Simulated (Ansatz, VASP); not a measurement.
Two plane-wave programs on Ge

```xyz
1
Lattice="2.7121 0.0000 0.0000 0.0000 2.7121 0.0000 0.0000 0.0000 2.7121" Properties=species:S:1:pos:R:3 pbc="T T T"
Ge    0.0000    0.0000    0.0000
```

Alike in both runs: functional PBE; k mesh 13 × 13 × 13; occupations fermi-dirac, width 0.05 eV; no spin polarisation.

Ansatz relaxed the structure, and its values are those at the end. VASP's run is a single point on that final structure, the one shown.

|  | VASP | Ansatz |
| --- | --- | --- |
| version | VASP 6.6.1 | Ansatz 0.2.0 |
| potentials or method | VASP PAW PBE potentials, release 64 (Ge_d) | PAW with Ansatz's default frozen-core files, scalar-relativistic |
| plane-wave cutoff (eV) | 520 | 420 |
| valence electrons in the cell | 14 | 14 |

|  | VASP | Ansatz | Ansatz less VASP |
| --- | --- | --- | --- |
| pressure (GPa) | -0.1 | 0.0 | +0.08 |

The functional is the same, so the differences come from potentials, cutoffs and numerics.
